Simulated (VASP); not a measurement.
Rh, 2 atoms in the cell. Symmetry: C2/m, No. 12, monoclinic system. The conventional cell has a = 4.730 Å, b = 2.731 Å, c = 4.428 Å, α = 90.00°, β = 90.00°, γ = 90.00°. Within 3.2 Å of Rh (site symmetry m) lie 12 Rh at 2.39 to 3.01 Å.  This cell differs from its parent crystal: atom 1 (Rh) moved by (-0.150, -0.300) A along y and z.

| Property | Result |
| --- | --- |
| Program | VASP 6.6.1 |
| Task | single point |
| Functional | LDA |
| Potentials or basis | VASP PAW LDA potentials, release 64 (Rh_pv) |
| Cutoff | 520 eV |
| k mesh | 21 × 21 × 12 |
| Occupations | gaussian, width 0.15 eV |
| Spin | no spin polarisation |
| Dipole correction | no |
| Further INCAR settings | ALGO = Fast; EDIFF = 1e-07; NBANDS = 22 |

Potentials or basis: VASP PAW LDA potentials, release 64 (Rh_pv).

Launch:

```bash
$ cat potpaw_LDA.64/Rh_pv/POTCAR > POTCAR
$ mpirun -np 1 vasp_std > vasp.out
```

Hardware: 1 thread of Oxide Virtual Turin-like Processor, on a shared host.

Question: Estimate the wall time of this run.

Answer: Wall time 25 min on 1 thread of Oxide Virtual Turin-like Processor, on a shared host, peak memory 0.66 GiB. Counts: scf iterations 16, k points 1397.
